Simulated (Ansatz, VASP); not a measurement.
**Two plane-wave programs on Mo**

```
Mo
1.0
     2.73551    0.00000    0.00000
    -1.36776    2.36902    0.00000
     0.00000    0.00000    2.59351
Mo
1
Cartesian
  0.0000 0.0000 1.2968
```

Change from the starting cell: strain +0.000 along x and y, +0.015 along z, atoms carried along.

Alike in both runs: task single point; functional r2SCAN; k mesh 18 × 18 × 18; occupations gaussian, width 0.15 eV; no spin polarisation.

```csv
,VASP,Ansatz
version,VASP 6.6.1,Ansatz 0.2.0
potentials or method,"VASP PAW PBE potentials, release 64 (Mo_sv), cutoff 520 eV","scalar-relativistic, plane waves, PAW"
valence electrons in the cell,14,14
```

|  | VASP | Ansatz | Ansatz less VASP |
| --- | --- | --- | --- |
| gap on the k mesh at the Fermi level (eV) | none | none | - |
| pressure (GPa) | -1.6 | -2.5 | -0.96 |
| traceless stress, the component that is largest in VASP (GPa) | -6.91 | -6.95 | -0.040 |

VASP's potentials were made for PBE, not for r2SCAN. A gap of «none» marks a metal or a gap that the smearing closes.
